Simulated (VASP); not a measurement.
BP (sol), 2 atoms in the cell. Symmetry: I-4m2, No. 119, tetragonal system. Conventional cell: a = 3.164 Å, b = 3.164 Å, c = 4.541 Å, α = 90.00°, β = 90.00°, γ = 90.00°. Within 2.6 Å of B (site symmetry -4m2) lie 4 P at 1.95 Å. P (site symmetry -4m2) has 4 B at 1.95 Å within 2.6 Å.  This cell differs from its parent crystal: strained cell.

| Property | Result |
| --- | --- |
| Program | VASP 6.6.1 |
| Task | relaxation of the atoms |
| Functional | PBEsol |
| Potentials or basis | VASP PAW PBE potentials, release 64 (B, P) |
| Cutoff | 450 eV |
| k mesh | 10 × 10 × 10 |
| Occupations | gaussian, width 0.02 eV |
| Spin | no spin polarisation |
| Dipole correction | no |
| Further INCAR settings | ALGO = Normal; EDIFF = 1e-07; IBRION = 2; EDIFFG = -0.002; NSW = 60 |

Potentials or basis: VASP PAW PBE potentials, release 64 (B, P).

The run is started by

```bash
$ cat potpaw_PBE.64/B/POTCAR potpaw_PBE.64/P/POTCAR > POTCAR
$ mpirun -np 1 vasp_std > vasp.out
```

Hardware: 1 thread of Intel(R) Xeon(R) 6975P-C (Granite Rapids), on a shared host.

Estimate the wall time of this run.

Run time: 6.4 s on 1 thread of Intel(R) Xeon(R) 6975P-C (Granite Rapids), on a shared host, peak memory 0.14 GiB. Counts: scf iterations 13, k points 102, ion steps 1.
